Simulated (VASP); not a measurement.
# KF (Fm-3m) in VASP: relaxation of cell and atoms with r2SCAN

Aim: the relaxation of cell and atoms of KF with r2SCAN.

All numbers are computed with VASP 6.6.1; they aren't measurements. Logs are shortened: lines on timing, memory, paths and dates and some standing lists are left out, and cuts for length are marked.

## 1. The cell of the first run

The structure is cubic, space group Fm-3m (No. 225). The conventional cell has a = 5.344 Å, b = 5.344 Å, c = 5.344 Å, α = 90.00°, β = 90.00°, γ = 90.00°. K (site symmetry m-3m) has 6 F at 2.67 Å within 3.5 Å. F (site symmetry m-3m) has 6 K at 2.67 Å within 3.5 Å.

## 2. Relaxation of cell and atoms, r2SCAN

File POSCAR:

```
KF
1.0
    0.0000000000      2.6718500000      2.6718500000
    2.6718500000      0.0000000000      2.6718500000
    2.6718500000      2.6718500000      0.0000000000
K F
1 1
Direct
    0.0000000000      0.0000000000      0.0000000000
    0.5000000000      0.5000000000      0.5000000000
```

File INCAR.step1:

```
PREC = Accurate ; ENCUT = 600
ISMEAR = -1 ; SIGMA = 0.05
LREAL = F ; LASPH = T
NELM = 60 ; GGA = PE
ALGO = Normal ; EDIFF = 1E-4
LWAVE = T ; LCHARG = F
```

File INCAR.step2:

```
PREC = Accurate ; ENCUT = 600
EDIFF = 1E-6 ; ISMEAR = -1
SIGMA = 0.05 ; LREAL = F
LASPH = T ; NELM = 60
ALGO = Normal ; ISIF = 3
LWAVE = F ; LCHARG = F
METAGGA = R2SCAN ; LMIXTAU = T
IBRION = 2 ; NSW = 100
EDIFFG = -0.002 ; ISTART = 1
```

File KPOINTS:

```
regular mesh
0
Gamma
  12 12 12
```

Potentials or basis: VASP PAW PBE potentials, release 64 (K_sv, F).

Launch:

```console
$ cat potpaw_PBE.64/K_sv/POTCAR potpaw_PBE.64/F/POTCAR > POTCAR
$ cp INCAR.step1 INCAR
$ mpirun -np 1 vasp_std > vasp.out
$ cp INCAR.step2 INCAR
$ mpirun -np 1 vasp_std > vasp.out
```

OUTCAR:

```text
PREC = Accurate
   ENCUT = 600
   EDIFF = 1E-6
   ISMEAR = -1
   LREAL = F
   LASPH = T
   NELM = 60
   ISIF = 3
   METAGGA = R2SCAN
   IBRION = 2
   NSW = 100
   EDIFFG = -0.002
   ISTART = 1

 ion  position               nearest neighbor table
   1  0.000  0.000  0.000-   2 2.67   2 2.67   2 2.67   2 2.67   2 2.67   2 2.67
   2  0.500  0.500  0.500-   1 2.67   1 2.67   1 2.67   1 2.67   1 2.67   1 2.67

  LATTYP: Found a face centered cubic cell.
 ALAT       =     5.3437000000

  Lattice vectors:

 A1 = (   0.0000000000,   2.6718500000,   2.6718500000)
 A2 = (   2.6718500000,   0.0000000000,   2.6718500000)
 A3 = (   2.6718500000,   2.6718500000,   0.0000000000)

Analysis of symmetry for initial positions (statically):
=====================================================================
 Subroutine PRICEL returns:
 Original cell was already a primitive cell.

 Routine SETGRP: Setting up the symmetry group for a
 face centered cubic supercell.

 Subroutine GETGRP returns: Found 48 space group operations
 (whereof 48 operations were pure point group operations)
 out of a pool of 48 trial point group operations.

The static configuration has the point symmetry O_h .

Analysis of symmetry for dynamics (positions and initial velocities):
=====================================================================
 Subroutine PRICEL returns:
 Original cell was already a primitive cell.

 Routine SETGRP: Setting up the symmetry group for a
 face centered cubic supercell.

 Subroutine GETGRP returns: Found 48 space group operations
 (whereof 48 operations were pure point group operations)
 out of a pool of 48 trial point group operations.

The dynamic configuration has the point symmetry O_h .

 Subroutine INISYM returns: Found 48 space group operations
 (whereof 48 operations are pure point group operations),
 and found     1 'primitive' translations

----------------------------------------------------------------------------------------

                                     Primitive cell

  volume of cell :      38.1475

  direct lattice vectors                    reciprocal lattice vectors
     0.000000000  2.671850000  2.671850000    -0.187136254  0.187136254  0.187136254
     2.671850000  0.000000000  2.671850000     0.187136254 -0.187136254  0.187136254
     2.671850000  2.671850000  0.000000000     0.187136254  0.187136254 -0.187136254

  length of vectors
     3.778566507  3.778566507  3.778566507     0.324129500  0.324129500  0.324129500

  position of ions in fractional coordinates (direct lattice)
     0.000000000  0.000000000  0.000000000
     0.500000000  0.500000000  0.500000000

  ion indices of the primitive-cell ions
   primitive index   ion index
                 1           1
                 2           2

----------------------------------------------------------------------------------------

 KPOINTS: regular mesh

Automatic generation of k-mesh.
 Grid dimensions read from file:
 generate k-points for:   12   12   12

 Generating k-lattice:

  Cartesian coordinates                     Fractional coordinates (reciprocal lattice)
    -0.015594688  0.015594688  0.015594688     0.083333333  0.000000000  0.000000000
     0.015594688 -0.015594688  0.015594688     0.000000000  0.083333333  0.000000000
     0.015594688  0.015594688 -0.015594688     0.000000000  0.000000000  0.083333333

  Length of vectors
     0.027010792  0.027010792  0.027010792

  Shift w.r.t. Gamma in fractional coordinates (k-lattice)
     0.000000000  0.000000000  0.000000000

 Subroutine IBZKPT returns following result:
 ===========================================

 Found     72 irreducible k-points:

 Following reciprocal coordinates:
            Coordinates               Weight
  0.000000  0.000000  0.000000      1.000000
  0.083333  0.000000  0.000000      8.000000
  0.166667  0.000000  0.000000      8.000000
  0.250000  0.000000  0.000000      8.000000
  0.333333  0.000000  0.000000      8.000000
  0.416667  0.000000  0.000000      8.000000
[... 16 lines left out ...]
  0.500000  0.166667  0.000000     24.000000
 -0.416667  0.166667  0.000000     24.000000
 [... further k-points ...]
   k-points           NKPTS =     72   k-points in BZ     NKDIM =     72   number of bands    NBANDS=     12
   number of dos      NEDOS =    301   number of ions     NIONS =      2
   total plane-waves  NPLWV =  27000
   dimension x,y,z NGX =    30 NGY =   30 NGZ =   30
   dimension x,y,z NGXF=    60 NGYF=   60 NGZF=   60
   ions per type =               1   1
   NGX,Y,Z   is equivalent  to a cutoff of  13.20, 13.20, 13.20 a.u.
   NGXF,Y,Z  is equivalent  to a cutoff of  26.40, 26.40, 26.40 a.u.
 SYSTEM =  unknown system
   PREC   = accura    normal or accurate (medium, high low for compatibility)
   ISTART =      1    job   : 0-new  1-cont  2-samecut
   ICHARG =      0    charge: 1-file 2-atom 10-const
   ISPIN  =      1    spin polarized calculation?
   LNONCOLLINEAR =      F non collinear calculations
   LSORBIT =      F    spin-orbit coupling
   LASPH  =      T    aspherical Exc in radial PAW
   ENCUT  =  600.0 eV  44.10 Ry    6.64 a.u.   7.55  7.55  7.55*2*pi/ulx,y,z
   NELM   =     60;   NELMIN=  2; NELMDL=  0     # of ELM steps
   EDIFF  = 0.1E-05   stopping-criterion for ELM
   LREAL  =      F    real-space projection
   EDIFFG = -.2E-02   stopping-criterion for IOM
   NSW    =    100    number of steps for IOM
   IBRION =      2    ionic relax: 0-MD 1-quasi-New 2-CG
   NFREE  =      1    steps in history (QN), initial steepest desc. (CG)
   ISIF   =      3    stress and relaxation
   ISYM   =      2    0-nonsym 1-usesym 2-fastsym
   POTIM  = 0.5000    time-step for ionic-motion
   TEBEG  =    0.0;   TEEND  =   0.0 temperature during run
   PSTRESS=    0.0 pullay stress
   NELECT =      16.0000    total number of electrons
   NUPDOWN=      -1.0000    fix difference up-down
   EMIN   =  10.00;   EMAX   =-10.00  energy-range for DOS
   EFERMI =   0.00;   METHOD = LEGACY
   ISMEAR =    -1;   SIGMA  =   0.05  broadening in eV -4-tet -1-fermi 0-gaus
   EFERMI_NEDOS =   21; number of points for ismear=-14 and -15
   IALGO  =     38    algorithm
   IMIX   =      4    mixing-type and parameters
     AMIX     =   0.40;   BMIX     =  1.00
     AMIX_MAG =   1.60;   BMIX_MAG =  1.00
  volume/ion in A,a.u.               =      19.07       128.72
  Fermi-wavevector in a.u.,A,eV,Ry     =   1.225442  2.315750 20.431978  1.501708
  Thomas-Fermi vector in A             =   2.360480
   LORBIT       =      0    0 simple, 1 ext, 2 COOP (PROOUT), +10 PAW based schemes
   METAGGA = R2SCAN    functional components
   LHFCALC =     F    Hartree Fock is set to
   AEXX    =    0.0000 exact exchange contribution
   IVDW    =     0    specifies the selected vdW correction
   LEPSILON=     F    determine dielectric tensor
   LRPA    =     F    only Hartree local field effects (RPA)
 conjugate gradient relaxation of ions
 non-spin polarized calculation
  energy-cutoff  :      600.00
  volume of cell :       38.15
 maximum number of plane-waves:      1303
   NGX = 15   NGY = 15   NGZ = 15

--------------------------------------- Ionic step        1  -------------------------------------------

 number of electron      15.9999997 magnetization

 Free energy of the ion-electron system (eV)
  ---------------------------------------------------
  ext. energy  EPLUGINS =         0.00000000
  ---------------------------------------------------
  free energy    TOTEN  =       -14.97566785 eV

  energy without entropy =      -14.97566785  energy(sigma->0) =      -14.97566785

------------------------ aborting loop because EDIFF is reached ----------------------------------------

  FORCE on cell =-STRESS in cart. coord.  units (eV):
  Direction    XX          YY          ZZ          XY          YZ          ZX
  --------------------------------------------------------------------------------------
  -------------------------------------------------------------------------------------
  Total       -0.1280230     -0.1280230     -0.1280230      0.0000000      0.0000000      0.0000000
  in kB       -5.3769067     -5.3769067     -5.3769067      0.0000000      0.0000000      0.0000000
  external PRESSURE =      -5.3769067 kB  Pullay stress =       0.0000000 kB
[... 93 lines left out ...]
  energy  without entropy=      -14.9766987299  energy(sigma->0) =      -14.97669873

--------------------------------------- Ionic step        4  -------------------------------------------

 number of electron      16.0000002 magnetization

 Free energy of the ion-electron system (eV)
  ---------------------------------------------------
  ext. energy  EPLUGINS =         0.00000000
  ---------------------------------------------------
  free energy    TOTEN  =       -14.97670129 eV

  energy without entropy =      -14.97670129  energy(sigma->0) =      -14.97670129

 E-fermi :  -2.1346     XC(G=0):  -8.9779

 val. band max:       -3.3115310122   @ k =   0.0000   0.0000   0.0000
 cond. band min:       3.6042745258   @ k =   0.0000   0.0000   0.0000
 fundamental gap:      6.9158055380
 Fermi energy:        -2.1345676625

 k-point     1 :       0.0000    0.0000    0.0000
  band No.  band energies     occupation
      1     -30.3879      2.00000
      2     -23.1103      2.00000
      3     -12.8622      2.00000
      4     -12.8622      2.00000
      5     -12.8622      2.00000
      6      -3.3115      2.00000
      7      -3.3115      2.00000
      8      -3.3115      2.00000
      9       3.6043      0.00000
     10       8.1866      0.00000
     11       8.1866      0.00000
     12       8.1866      0.00000
[... 331 lines left out ...]
 k-point    24 :      -0.4167    0.1667    0.0000
  band No.  band energies     occupation
      1     -30.2783      2.00000
      2     -23.1906      2.00000
      3     -13.1722      2.00000
      4     -13.0142      2.00000
      5     -12.9245      2.00000
      6      -3.9516      2.00000
      7      -3.6322      2.00000
      8      -3.5771      2.00000
      9       6.6319      0.00000
     10       7.6733      0.00000
     11       9.5147      0.00000
     12      10.0380      0.00000

 [... further k-points ...]

------------------------ aborting loop because EDIFF is reached ----------------------------------------

  FORCE on cell =-STRESS in cart. coord.  units (eV):
  Direction    XX          YY          ZZ          XY          YZ          ZX
  --------------------------------------------------------------------------------------
  -------------------------------------------------------------------------------------
  Total       -0.0011961     -0.0011961     -0.0011961      0.0000000      0.0000000      0.0000000
  in kB       -0.0510346     -0.0510346     -0.0510346      0.0000000      0.0000000      0.0000000
  external PRESSURE =      -0.0510346 kB  Pullay stress =       0.0000000 kB
[... 17 lines left out ...]
  FREE ENERGIE OF THE ION-ELECTRON SYSTEM (eV)
  ---------------------------------------------------
  free  energy   TOTEN  =       -14.9767012923 eV

  energy  without entropy=      -14.9767012923  energy(sigma->0) =      -14.97670129

 reached required accuracy - stopping structural energy minimisation
```

It took 5.1 min on 1 thread of Intel Xeon Platinum 8488C (Sapphire Rapids), shared host; peak memory 0.2 GiB.

Results:

```
Free energy                           : -14.9767 eV
Relaxed volume                        : 18.78 Å³/atom
Relaxed cell                          : a = 3.759 Å, b = 3.759 Å, c = 3.759 Å, α = 60.00°, β = 60.00°, γ = 60.00°
Space group after relaxing (to 0.1 Å) : Fm-3m (No. 225)
Energy gained by relaxing             : 0.5 meV/atom
Ionic steps                           : 4
Pressure after relaxing               : 0.0 GPa
Band gap on the k mesh                : 6.92 eV
```

Step by step:
```csv
step,energy change (eV),largest force (eV/Å),pressure (GPa),volume (Å³)
1,0.0000,0.0000,-0.54,38.15
2,-0.0009,0.0000,-0.23,37.80
3,-0.0010,0.0000,-0.03,37.58
4,-0.0010,0.0000,-0.01,37.55
```

Final structure:
```
K F
1.0
     0.00000    2.65785    2.65785
     2.65785    0.00000    2.65785
     2.65785    2.65785    0.00000
K F
1 1
Direct
  0.00000 0.00000 0.00000
  0.50000 0.50000 0.50000
```

Caveat: the PAW data sets were made with another functional, which shifts forces and pressure a little. A k mesh can miss the band edges.
